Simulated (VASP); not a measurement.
# In (I4/mmm) in VASP: a series of runs

In is run at these levels: PBE; tasks: single point.

Program: VASP 6.6.1. These are calculated values, not measurements. Logs are shortened: lines on timing, memory, paths and dates and some standing lists are left out, and cuts for length are marked.

**1. The cell of the first run**

The structure is tetragonal, space group I4/mmm (No. 139). Conventional cell: a = 3.512 Å, b = 3.512 Å, c = 4.948 Å, α = 90.00°, β = 90.00°, γ = 90.00°. Within 4.6 Å of In (site symmetry 4/mmm) lie 12 In at 3.51 Å.

This isn't the form of In at room conditions, which is tetragonal.

**2. Single point, PBE (strain +0.080 along x and y, +0.000 along z)**

File INCAR:

```
SYSTEM = In
  ALGO = Fast
  EDIFF = 1E-6
  ENCUT = 520
  GGA = PE
  ISIF = 2
  ISMEAR = 0
  LASPH = .True.
  LCHARG = .True.
  LELF = .True.
  LREAL = .False.
  LVHAR = .True.
  LWAVE = .False.
  NBANDS = 12
  NELM = 80
  PREC = Accurate
  SIGMA = 0.15
```

File KPOINTS:

```
k-points
0
Gamma
  20 20 20
  0 0 0
```

File POSCAR:

```
In
1.0
   -1.7562420000      1.7562420000      2.4739500000
    1.7562420000     -1.7562420000      2.4739500000
    1.7562420000      1.7562420000     -2.4739500000
In
1
Direct
    0.0000000000      0.0000000000      0.0000000000
```

Potentials or basis: VASP PAW PBE potentials, release 64 (In_d).

The run is started by

```bash
$ cat potpaw_PBE.64/In_d/POTCAR > POTCAR
$ mpirun -np 1 vasp_std > vasp.out
```

OUTCAR:

```text
SYSTEM = In
   EDIFF = 1E-6
   ENCUT = 520
   GGA = PE
   ISIF = 2
   ISMEAR = 0
   LASPH = .True.
   LREAL = .False.
   NELM = 80
   PREC = Accurate

 ion  position               nearest neighbor table
   1  0.000  0.000  0.000-

  LATTYP: Found a body centered tetragonal cell.
 ALAT       =     3.5124840000
 C/A-ratio  =     1.4086612209

  Lattice vectors:

 A1 = (  -1.7562420000,   1.7562420000,   2.4739500000)
 A2 = (   1.7562420000,  -1.7562420000,   2.4739500000)
 A3 = (   1.7562420000,   1.7562420000,  -2.4739500000)

Analysis of symmetry for initial positions (statically):
=====================================================================
 Subroutine PRICEL returns:
 Original cell was already a primitive cell.

 Routine SETGRP: Setting up the symmetry group for a
 body centered tetragonal supercell.

 Subroutine GETGRP returns: Found 16 space group operations
 (whereof 16 operations were pure point group operations)
 out of a pool of 16 trial point group operations.

The static configuration has the point symmetry D_4h.

Analysis of symmetry for dynamics (positions and initial velocities):
=====================================================================
 Subroutine PRICEL returns:
 Original cell was already a primitive cell.

 Routine SETGRP: Setting up the symmetry group for a
 body centered tetragonal supercell.

 Subroutine GETGRP returns: Found 16 space group operations
 (whereof 16 operations were pure point group operations)
 out of a pool of 16 trial point group operations.

The dynamic configuration has the point symmetry D_4h.

 Subroutine INISYM returns: Found 16 space group operations
 (whereof 16 operations are pure point group operations),
 and found     1 'primitive' translations

----------------------------------------------------------------------------------------

                                     Primitive cell

  volume of cell :      30.5225

  direct lattice vectors                    reciprocal lattice vectors
    -1.756242000  1.756242000  2.473950000     0.000000000  0.284698806  0.202105944
     1.756242000 -1.756242000  2.473950000     0.284698806  0.000000000  0.202105944
     1.756242000  1.756242000 -2.473950000     0.284698806  0.284698806  0.000000000

  length of vectors
     3.505595602  3.505595602  3.505595602     0.349142124  0.349142124  0.402624912

  position of ions in fractional coordinates (direct lattice)
     0.000000000  0.000000000  0.000000000

  ion indices of the primitive-cell ions
   primitive index   ion index
                 1           1

----------------------------------------------------------------------------------------

 KPOINTS: k-points

Automatic generation of k-mesh.
 Grid dimensions read from file:
 generate k-points for:   20   20   20

 Generating k-lattice:

  Cartesian coordinates                     Fractional coordinates (reciprocal lattice)
     0.000000000  0.014234940  0.010105297     0.050000000  0.000000000  0.000000000
     0.014234940  0.000000000  0.010105297     0.000000000  0.050000000  0.000000000
     0.014234940  0.014234940  0.000000000     0.000000000  0.000000000  0.050000000

  Length of vectors
     0.017457106  0.017457106  0.020131246

  Shift w.r.t. Gamma in fractional coordinates (k-lattice)
     0.000000000  0.000000000  0.000000000

 Subroutine IBZKPT returns following result:
 ===========================================

 Found    641 irreducible k-points:

 Following reciprocal coordinates:
            Coordinates               Weight
  0.000000  0.000000  0.000000      1.000000
  0.050000 -0.000000  0.000000      8.000000
  0.100000 -0.000000  0.000000      8.000000
  0.150000  0.000000  0.000000      8.000000
  0.200000 -0.000000  0.000000      8.000000
  0.250000 -0.000000  0.000000      8.000000
[... 16 lines left out ...]
 -0.400000  0.050000  0.000000     16.000000
 -0.350000  0.050000 -0.000000     16.000000
 [... further k-points ...]
   k-points           NKPTS =    641   k-points in BZ     NKDIM =    641   number of bands    NBANDS=     12
   number of dos      NEDOS =    301   number of ions     NIONS =      1
   total plane-waves  NPLWV =  21952
   dimension x,y,z NGX =    28 NGY =   28 NGZ =   28
   dimension x,y,z NGXF=    56 NGYF=   56 NGZF=   56
   ions per type =               1
   NGX,Y,Z   is equivalent  to a cutoff of  13.28, 13.28, 13.28 a.u.
   NGXF,Y,Z  is equivalent  to a cutoff of  26.56, 26.56, 26.56 a.u.
 SYSTEM =  In
   PREC   = accura    normal or accurate (medium, high low for compatibility)
   ISTART =      0    job   : 0-new  1-cont  2-samecut
   ICHARG =      2    charge: 1-file 2-atom 10-const
   ISPIN  =      1    spin polarized calculation?
   LNONCOLLINEAR =      F non collinear calculations
   LSORBIT =      F    spin-orbit coupling
   LASPH  =      T    aspherical Exc in radial PAW
   ENCUT  =  520.0 eV  38.22 Ry    6.18 a.u.   6.52  6.52  6.52*2*pi/ulx,y,z
   NELM   =     80;   NELMIN=  2; NELMDL= -5     # of ELM steps
   EDIFF  = 0.1E-05   stopping-criterion for ELM
   LREAL  =      F    real-space projection
   EDIFFG = 0.1E-04   stopping-criterion for IOM
   NSW    =      0    number of steps for IOM
   IBRION =     -1    ionic relax: 0-MD 1-quasi-New 2-CG
   NFREE  =      0    steps in history (QN), initial steepest desc. (CG)
   ISIF   =      2    stress and relaxation
   ISYM   =      2    0-nonsym 1-usesym 2-fastsym
   POTIM  = 0.5000    time-step for ionic-motion
   TEBEG  =    0.0;   TEEND  =   0.0 temperature during run
   PSTRESS=    0.0 pullay stress
   NELECT =      13.0000    total number of electrons
   NUPDOWN=      -1.0000    fix difference up-down
   EMIN   =  10.00;   EMAX   =-10.00  energy-range for DOS
   EFERMI =   0.00;   METHOD = LEGACY
   ISMEAR =     0;   SIGMA  =   0.15  broadening in eV -4-tet -1-fermi 0-gaus
   EFERMI_NEDOS =   21; number of points for ismear=-14 and -15
   IALGO  =     68    algorithm
   IMIX   =      4    mixing-type and parameters
     AMIX     =   0.40;   BMIX     =  1.00
     AMIX_MAG =   1.60;   BMIX_MAG =  1.00
  volume/ion in A,a.u.               =      30.52       205.98
  Fermi-wavevector in a.u.,A,eV,Ry     =   1.231732  2.327635 20.642251  1.517163
  Thomas-Fermi vector in A             =   2.366530
   LORBIT       =      0    0 simple, 1 ext, 2 COOP (PROOUT), +10 PAW based schemes
   GGA     = PE    functional components
   LHFCALC =     F    Hartree Fock is set to
   AEXX    =    0.0000 exact exchange contribution
   IVDW    =     0    specifies the selected vdW correction
   LEPSILON=     F    determine dielectric tensor
   LRPA    =     F    only Hartree local field effects (RPA)
 non-spin polarized calculation
 RMM-DIIS sequential band-by-band and
 Gauss-broadening in eV      SIGMA  =   0.15
  energy-cutoff  :      520.00
  volume of cell :       30.52
 maximum number of plane-waves:       869
 NGX is ok and might be reduce to    28
   NGX = 13   NGY = 13   NGZ = 13

 number of electron      13.0000005 magnetization

 Free energy of the ion-electron system (eV)
  ---------------------------------------------------
  ext. energy  EPLUGINS =         0.00000000
  ---------------------------------------------------
  free energy    TOTEN  =        -2.53276957 eV

  energy without entropy =       -2.52617906  energy(sigma->0) =       -2.52947431

 E-fermi :   5.8919     XC(G=0):  -9.5424

 val. band max:        5.8908638219   @ k =   0.5000   0.1500   0.1000
 cond. band min:       5.8925439600   @ k =   0.2500   0.2500   0.2000
 fundamental gap:      0.0016801381
 Fermi energy:         5.8919493896

 k-point     1 :       0.0000    0.0000    0.0000
  band No.  band energies     occupation
      1      -8.6156      2.00000
      2      -8.6156      2.00000
      3      -8.6121      2.00000
      4      -8.5056      2.00000
      5      -8.5020      2.00000
      6      -2.6542      2.00000
      7      15.1156      0.00000
      8      15.1235      0.00000
      9      15.1235      0.00000
     10      17.0675      0.00000
     11      18.6746      0.00000
     12      18.6839      0.00000

 k-point     2 :       0.0500   -0.0000    0.0000
  band No.  band energies     occupation
      1      -8.6152      2.00000
      2      -8.6127      2.00000
      3      -8.6098      2.00000
      4      -8.5058      2.00000
      5      -8.5024      2.00000
      6      -2.6059      2.00000
      7      14.4999      0.00000
      8      15.0348      0.00000
      9      15.0369      0.00000
     10      16.8319      0.00000
     11      18.8223      0.00000
     12      18.8300      0.00000

 k-point     3 :       0.1000   -0.0000    0.0000
  band No.  band energies     occupation
      1      -8.6155      2.00000
      2      -8.6048      2.00000
      3      -8.6023      2.00000
      4      -8.5059      2.00000
      5      -8.5027      2.00000
      6      -2.4607      2.00000
      7      13.1541      0.00000
      8      14.8151      0.00000
      9      14.8207      0.00000
     10      16.6344      0.00000
     11      19.2144      0.00000
     12      19.2155      0.00000
[... 286 lines left out ...]
 k-point    23 :      -0.4000    0.0500    0.0000
  band No.  band energies     occupation
      1      -8.6343      2.00000
      2      -8.6023      2.00000
      3      -8.5935      2.00000
      4      -8.4334      2.00000
      5      -8.4140      2.00000
      6       0.2466      2.00000
      7       5.1749      2.00000
      8      13.0124      0.00000
      9      13.2681      0.00000
     10      15.9355      0.00000
     11      17.7225      0.00000
     12      18.3275      0.00000

 k-point    24 :      -0.3500    0.0500   -0.0000
  band No.  band energies     occupation
      1      -8.6311      2.00000
      2      -8.5959      2.00000
      3      -8.5876      2.00000
      4      -8.4547      2.00000
      5      -8.4309      2.00000
      6      -0.4426      2.00000
      7       6.4114      0.00000
      8      13.0800      0.00000
      9      13.5389      0.00000
     10      16.0934      0.00000
     11      17.7407      0.00000
     12      18.6920      0.00000

 [... further k-points ...]
[... 5 lines left out ...]
  --------------------------------------------------------------------------------------
  -------------------------------------------------------------------------------------
  Total       -0.5343749     -0.5343749     -0.5432414      0.0000000      0.0000000      0.0000000
  in kB      -28.0502681    -28.0502681    -28.5156878      0.0000000      0.0000000      0.0000000
  external PRESSURE =     -28.2054080 kB  Pullay stress =       0.0000000 kB

 VOLUME and BASIS-vectors are now :
 -----------------------------------------------------------------------------
  energy-cutoff  :      520.00
  volume of cell :       30.52
      direct lattice vectors                 reciprocal lattice vectors
    -1.756242000  1.756242000  2.473950000     0.000000000  0.284698806  0.202105944
     1.756242000 -1.756242000  2.473950000     0.284698806  0.000000000  0.202105944
     1.756242000  1.756242000 -2.473950000     0.284698806  0.284698806  0.000000000

 POSITION                                       TOTAL-FORCE (eV/Angst)
 -----------------------------------------------------------------------------------
      0.00000      0.00000      0.00000        -0.000000      0.000000      0.000000
 -----------------------------------------------------------------------------------
    total drift:                               -0.000000     -0.000000     -0.000000

  FREE ENERGIE OF THE ION-ELECTRON SYSTEM (eV)
  ---------------------------------------------------
  free  energy   TOTEN  =        -2.5327695716 eV

  energy  without entropy=       -2.5261790564  energy(sigma->0) =       -2.52947431
```

It took 1.7 min on 1 thread of Intel Xeon 6975P-C (Granite Rapids), shared host; peak memory 0.34 GiB.

What came out:

```yaml
Free_energy: -2.5328 eV
Pressure: -2.8 GPa
Band_gap_on_the_k_mesh: zero (an odd number of electrons rules out a gap without spin polarisation)
```

Levels at points of the mesh, in eV from the Fermi level:
```
           k point  band 2  band 3  band 4  band 5  band 6  band 7  band 8  band 9  band 10  band 11
(0.00, 0.00, 0.00)  -14.51  -14.50  -14.40  -14.39   -8.55    9.22    9.23    9.23    11.18    12.78
(0.50, 0.00, 0.00)  -14.50  -14.50  -14.29  -14.29   -4.23   -2.74    7.36    7.42    10.51    11.38
(0.50, 0.50, 0.00)  -14.57  -14.30  -14.27  -14.26   -2.40   -1.75    3.72    3.74     6.64     7.07
(0.50, 0.50, 0.50)  -14.57  -14.30  -14.27  -14.27   -2.34   -1.72    3.68    3.68     6.59     7.02
```

Caveat: the cell differs from its parent crystal (strain +0.080 along x and y, +0.000 along z); spin-orbit coupling is left out, which moves the levels of the heavy elements.

**3. Single point, PBE (strain +0.080 along x and y, +0.040 along z)**

File INCAR:

```
PREC = Accurate
ENCUT = 520
EDIFF = 1E-7
ISMEAR = 0
SIGMA = 0.15
LREAL = False
LASPH = True
NELM = 60
ALGO = Fast
ISIF = 2
LWAVE = False
LCHARG = False
GGA = PE
NBANDS = 12
```

File KPOINTS:

```
Automatic mesh
0
Gamma
  20 20 20
```

File POSCAR:

```
In
1.0
   -1.7562420000      1.7562420000      2.5729080000
    1.7562420000     -1.7562420000      2.5729080000
    1.7562420000      1.7562420000     -2.5729080000
In
1
Direct
    0.0000000000      0.0000000000      0.0000000000
```

Potentials or basis: VASP PAW PBE potentials, release 64 (In_d).

The run is started by

```bash
$ cat potpaw_PBE.64/In_d/POTCAR > POTCAR
$ mpirun -np 1 vasp_std > vasp.out
```

Wall time 1.9 min (1 thread of Intel Xeon 6975P-C (Granite Rapids), shared host); peak memory 0.35 GiB.

The run converged. Its results:

- Free energy: -2.5091 eV
- Pressure: -3.6 GPa
- Band gap on the k mesh: zero (an odd number of electrons rules out a gap without spin polarisation)

Stress tensor (GPa, compression positive):
```
-3.63  0.00  0.00
 0.00 -3.63  0.00
 0.00  0.00 -3.55
```

Levels at points of the mesh, in eV from the Fermi level:
```
           k point  band 2  band 3  band 4  band 5  band 6  band 7  band 8  band 9  band 10  band 11
(0.00, 0.00, 0.00)  -14.48  -14.48  -14.40  -14.37   -8.32    8.89    8.89    8.94    11.09    12.45
(0.50, 0.00, 0.00)  -14.49  -14.47  -14.30  -14.29   -4.21   -2.59    6.83    7.43    10.47    10.63
(0.50, 0.50, 0.00)  -14.54  -14.30  -14.28  -14.26   -2.29   -1.53    3.40    3.60     6.31     6.82
(0.50, 0.50, 0.50)  -14.54  -14.30  -14.27  -14.27   -2.78   -1.82    3.92    3.92     6.78     7.17
```

Caveat: the cell differs from its parent crystal (strain +0.080 along x and y, +0.040 along z); the cell stands under tension; spin-orbit coupling is left out, which moves the levels of the heavy elements.

**4. Single point, PBE (strain +0.040 along x and y, -0.040 along z)**

File INCAR:

```
PREC = Accurate
ENCUT = 520
EDIFF = 1E-7
ISMEAR = 0
SIGMA = 0.15
LREAL = F
LASPH = T
NELM = 80
ALGO = Fast
ISIF = 2
LWAVE = F
LCHARG = F
GGA = PE
NBANDS = 12
```

KPOINTS is that of step 3.

File POSCAR:

```
In
1.0
   -1.6911960000      1.6911960000      2.3749920000
    1.6911960000     -1.6911960000      2.3749920000
    1.6911960000      1.6911960000     -2.3749920000
In
1
Direct
    0.0000000000      0.0000000000      0.0000000000
```

The run is started by

```bash
$ cat potpaw_PBE.64/In_d/POTCAR > POTCAR
$ mpirun -np 1 vasp_std > vasp.out
```

Wall time 2.1 min (1 thread of Intel Xeon 6975P-C (Granite Rapids), shared host); peak memory 0.31 GiB.

It converged, with:

```yaml
Free_energy: -2.5618 eV
Pressure: 0.3 GPa
Band_gap_on_the_k_mesh: zero (an odd number of electrons rules out a gap without spin polarisation)
```

Levels at points of the mesh, in eV from the Fermi level:
```
           k point  band 4  band 5  band 6  band 7  band 8  band 9
(0.00, 0.00, 0.00)  -14.46  -14.46   -9.30   10.21   10.22   10.22
(0.50, 0.00, 0.00)  -14.32  -14.32   -4.32   -3.23    8.08    8.20
(0.50, 0.50, 0.00)  -14.29  -14.28   -2.22   -2.13    3.95    3.99
(0.50, 0.50, 0.50)  -14.28  -14.28   -2.10   -2.06    3.88    3.88
```

Caveat: the cell differs from its parent crystal (strain +0.040 along x and y, -0.040 along z); spin-orbit coupling is left out, which moves the levels of the heavy elements.

**5. Single point, PBE (strain +0.040 along x and y, +0.000 along z)**

File INCAR:

```
SYSTEM = In
PREC     = Accurate       ! precision mode
ENCUT    = 520            ! plane-wave cutoff, eV
EDIFF    = 1E-6           ! SCF threshold, eV
ISMEAR   = 0              ! smearing method
SIGMA    = 0.15           ! smearing width, eV
LREAL    = .FALSE.        ! projectors in reciprocal space
LASPH    = .TRUE.         ! aspherical terms in the spheres
NELM     = 80             ! most SCF steps
ALGO     = Fast           ! electronic algorithm
ISIF     = 2              ! what is computed and relaxed
LWAVE    = .FALSE.        ! write WAVECAR
LCHARG   = .FALSE.        ! write CHGCAR
GGA      = PE             ! functional
NBANDS   = 12             ! bands
```

File KPOINTS:

```
Automatic mesh
0
G
  20 20 20
  0 0 0
```

File POSCAR:

```
In
1.0
   -1.6911960000      1.6911960000      2.4739500000
    1.6911960000     -1.6911960000      2.4739500000
    1.6911960000      1.6911960000     -2.4739500000
In
1
Direct
    0.0000000000      0.0000000000      0.0000000000
```

The run is started by

```bash
$ cat potpaw_PBE.64/In_d/POTCAR > POTCAR
$ mpirun -np 1 vasp_std > vasp.out
```

Run time: 1.8 min. Hardware: 1 thread of Intel Xeon 6975P-C (Granite Rapids), shared host; peak memory 0.32 GiB.

Results (log left out):

```yaml
Free_energy: -2.5603 eV
Pressure: -1.0 GPa
Band_gap_on_the_k_mesh: zero (an odd number of electrons rules out a gap without spin polarisation)
```

Stress tensor (GPa, compression positive):
```
-1.04  0.00  0.00
 0.00 -1.04  0.00
 0.00  0.00 -0.89
```

Levels at points of the mesh, in eV from the Fermi level:
| k point | band 4 | band 5 | band 6 | band 7 | band 8 | band 9 |
| --- | --- | --- | --- | --- | --- | --- |
| (0.00, 0.00, 0.00) | -14.45 | -14.41 | -9.02 | 9.85 | 9.85 | 9.92 |
| (0.50, 0.00, 0.00) | -14.31 | -14.29 | -4.28 | -3.05 | 7.54 | 8.18 |
| (0.50, 0.50, 0.00) | -14.28 | -14.25 | -2.06 | -1.86 | 3.63 | 3.83 |
| (0.50, 0.50, 0.50) | -14.27 | -14.27 | -2.60 | -2.17 | 4.16 | 4.16 |

Caveat: the cell differs from its parent crystal (strain +0.040 along x and y, +0.000 along z); spin-orbit coupling is left out, which moves the levels of the heavy elements.

**6. Summary**

| cell | further INCAR settings | gap on the mesh (eV) | pressure (GPa) |
| --- | --- | --- | --- |
| a = 3.506 Å, angles 119.9, 119.9, 90.2°, 1 atom | ALGO = Fast; EDIFF = 1e-06; NBANDS = 12 | none | -2.8 |
| a = 3.576 Å, angles 121.2, 121.2, 88.0°, 1 atom | ALGO = Fast; EDIFF = 1e-07; NBANDS = 12 | none | -3.6 |
| a = 3.371 Å, angles 119.8, 119.8, 90.4°, 1 atom | ALGO = Fast; EDIFF = 1e-07; NBANDS = 12 | none | 0.3 |
| a = 3.441 Å, angles 121.1, 121.1, 88.1°, 1 atom | ALGO = Fast; EDIFF = 1e-06; NBANDS = 12 | none | -1.0 |

Alike in all rows: task single point; level PBE; potentials or basis VASP PAW PBE potentials, release 64 (In_d); no spin polarisation; k mesh 20 × 20 × 20; cutoff (eV) 520; smearing gaussian 0.15 eV.

Caveats: spin-orbit coupling is left out, which moves the levels of the heavy elements; the cell stands under tension (at least some runs).

Absolute energies hang on the potentials; compare differences alone.
